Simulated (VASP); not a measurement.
Set up this calculation in VASP 6.6.1, as the native input.

```
Task                   : single point
Functional             : PBE
Potentials or basis    : VASP PAW PBE potentials, release 64 (Ti_sv, O)
Cutoff                 : 520 eV
k mesh                 : 2 × 2 × 1, shifted
Occupations            : fermi-dirac, width 0.0431 eV
Spin                   : no spin polarisation
Hubbard terms          : Ti d U = 4.0 eV
Dipole correction      : no
Further INCAR settings : ALGO = Normal; EDIFF = 1e-06; NBANDS = 87
```

The structure of TiO2 lies in POSCAR:

```
TiO2
1.0
    2.9388496841     -5.0902369686      0.0000000000
    0.0000000000      0.0000000000     -6.4595938338
    8.8165490522      5.0902369686      0.0000000000
Ti O
6 12
Direct
    0.2674745439      0.6640705454      0.2430552485
    0.6773108281      0.6798331463      0.7315336475
   -0.0299043535      0.3701540780      0.4785542932
    0.4621385849      0.3043929774     -0.0158574328
    0.7851517781      1.0307544362      0.2145266741
    0.1923999056      1.0071473791      0.7385719242
    1.0322447932      0.8840978469      0.2044214471
    0.4673690938      0.8659942318      0.6928756875
    0.1672346221      0.5687930378      0.3887091835
    0.5467020245      0.4944125099      0.8584935992
    0.8381150298      0.2045292682      0.3600207849
    0.3123793423      0.0985239965      0.8937901918
    0.7259554464      0.1803607208      0.0702629864
    0.1230594782      0.2110728685      0.6035325908
    0.2863653678      0.4545098462      0.1054749680
    0.7492527609      0.5281777907      0.5764822189
    0.5318472954      0.8303130410      0.2394345828
    0.9724727021      0.8020018183      0.7669345304
```

This cell differs from its parent crystal: dynamics (nvt langevin) at 500 K, volume x 1.05, from the last frame before.

One way to write it, as run:

INCAR

```
SYSTEM = TiO2
PREC = Accurate
ENCUT = 520
EDIFF = 1E-6
ISMEAR = -1
SIGMA = 0.0431
LREAL = .FALSE.
LASPH = .TRUE.
NELM = 200
ALGO = Normal
ISIF = 2
LWAVE = .FALSE.
LCHARG = .TRUE.
LMAXMIX = 4
LDAU = .TRUE.
LDAUTYPE = 2
LDAUL = 2 -1
LDAUU = 4 0
LDAUJ = 0 0
LDAUPRINT = 1
GGA = PE
LELF = .TRUE.
LVHAR = .TRUE.
NBANDS = 87
GGA_COMPAT = .FALSE.
```

KPOINTS

```
Automatic mesh
0
Gamma
  2 2 1
  0.5 0.5 0
```

Potentials or basis: VASP PAW PBE potentials, release 64 (Ti_sv, O).

The run is started by

```bash
$ cat potpaw_PBE.64/Ti_sv/POTCAR potpaw_PBE.64/O/POTCAR > POTCAR
$ mpirun -np 1 vasp_std > vasp.out
```

It gave:

```json
{"Pressure": "-3.4 GPa", "Largest force": "5.270 eV/Å", "Band gap on the k mesh": "3.41 eV"}
```

Caveat: the k points lie up to 0.62 Å⁻¹ apart; the atoms stand as in a frame of molecular dynamics; a shifted mesh leaves out Γ, where band edges can lie; forces of over 1 eV/Å act on the atoms, so gaps and moduli don't describe the material at rest.

Wall time 3.9 min on 1 thread of Oxide Virtual Turin-like Processor, on a shared host, peak memory 0.38 GiB.
